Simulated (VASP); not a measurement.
A run of VASP 6.6.1:

File INCAR:

```
SYSTEM = Ba
ALGO     = Normal         ! electronic algorithm
EDIFF    = 1E-6           ! SCF threshold, eV
ENCUT    = 520            ! plane-wave cutoff, eV
GGA      = PS             ! functional
ISIF     = 2              ! what is computed and relaxed
ISMEAR   = -1             ! smearing method
LASPH    = .TRUE.         ! aspherical terms in the spheres
LCHARG   = .FALSE.        ! write CHGCAR
LREAL    = .FALSE.        ! projectors in reciprocal space
LWAVE    = .FALSE.        ! write WAVECAR
NBANDS   = 11             ! bands
NELM     = 80             ! most SCF steps
PREC     = Accurate       ! precision mode
SIGMA    = 0.08           ! smearing width, eV
```

The input KPOINTS:

```
k-points
0
G
  12 12 12
  0 0 0
```

POSCAR

```
Ba
1.0
    0.0000000000      3.0812070632      3.0812070632
    3.0812070632      0.0000000000      3.0812070632
    3.0812070632      3.0812070632      0.0000000000
Ba
1
Direct
    0.0000000000      0.0000000000      0.0000000000
```

Potentials or basis: VASP PAW PBE potentials, release 64 (Ba_sv).

Launch:

```sh
$ cat potpaw_PBE.64/Ba_sv/POTCAR > POTCAR
$ mpirun -np 1 vasp_std > vasp.out
```

Hardware: 1 thread of Intel(R) Xeon(R) 6975P-C (Granite Rapids) (shared host).

Q: Estimate the wall time of this run.

A: Run time: 9.1 s on 1 thread of Intel(R) Xeon(R) 6975P-C (Granite Rapids) (shared host), peak memory 0.19 GiB. Counts: scf iterations 10, k points 72.
